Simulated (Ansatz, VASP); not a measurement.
## One calculation of AlN, two programs

INCAR

```
ALGO     = Normal         # electronic algorithm
EDIFF    = 1E-6           # SCF threshold, eV
ENCUT    = 520            # plane-wave cutoff, eV
GGA      = PS             # functional
ISIF     = 2              # what is computed and relaxed
ISMEAR   = 0              # smearing method
LASPH    = True           # aspherical terms in the spheres
LCHARG   = False          # write CHGCAR
LREAL    = False          # projectors in reciprocal space
LWAVE    = False          # write WAVECAR
NBANDS   = 16             # bands
NELM     = 80             # most SCF steps
PREC     = Accurate       # precision mode
SIGMA    = 0.05           # smearing width, eV
```

The input KPOINTS:

```
k-points
0
Gamma
  9 9 6
```

Contents of POSCAR:

```
AlN
1.0
    3.3740024686      0.0000000000      0.0000000000
   -1.6870012343      2.9219718502      0.0000000000
    0.0000000000      0.0000000000      4.4395124482
Al N
2 2
Direct
    0.3333333333      0.6666666667      0.7500000000
    0.6666666667      0.3333333333      0.2500000000
    0.3333333333      0.6666666667      0.2500000000
    0.6666666667      0.3333333333      0.7500000000
```

Input for Ansatz:

```yaml
crystal:
  lattice:
    - [3.3740024686, 0.0, 0.0]
    - [-1.6870012343, 2.9219718502, 0.0]
    - [0.0, 0.0, 4.4395124482]
  atoms:
    - { symbol: Al, position: [0.3333333333, 0.6666666667, 0.75] }
    - { symbol: Al, position: [0.6666666667, 0.3333333333, 0.25] }
    - { symbol: "N", position: [0.3333333333, 0.6666666667, 0.25] }
    - { symbol: "N", position: [0.6666666667, 0.3333333333, 0.75] }
basis:
  ecutwfc: 520.0
kpoints:
  mp_grid: { grid: [9, 9, 6] }
hamiltonian:
  xc: pbesol
  pseudopotentials: { kind: paw, azcp: { folder: soft_1 } }
scf:
  occupations: { method: gaussian, width: 0.05 }
output:
  forces: true
  stress: true
  eigenvalues: true
  write_density: true
  write_potential: true
  elf: true
  volumetric_format: npy
```

Alike in both runs: task single point; functional PBEsol; k mesh 9 × 9 × 6; occupations gaussian, width 0.05 eV; no spin polarisation.

|  | VASP | Ansatz |
| --- | --- | --- |
| version | VASP 6.6.1 | Ansatz 0.2.0 |
| potentials or method | VASP PAW PBE potentials, release 64 (Al, N), cutoff 520 eV | scalar-relativistic, plane waves, PAW |
| valence electrons in the cell | 16 | 16 |

VASP gave:

* gap on the k mesh at the Fermi level (eV): 2.36
* least direct gap on the mesh (eV): 2.36
* pressure (GPa): -18.1
* traceless stress, the component that is largest in VASP (GPa): -0.36

Q: What did Ansatz give for the same quantities?

A: gap on the k mesh at the Fermi level (eV): 2.35; least direct gap on the mesh (eV): 2.35; pressure (GPa): -18.1; traceless stress, the component that is largest in VASP (GPa): -0.33.

VASP's potentials were made for PBE, not for PBEsol, and Ansatz warns of the same on its side.
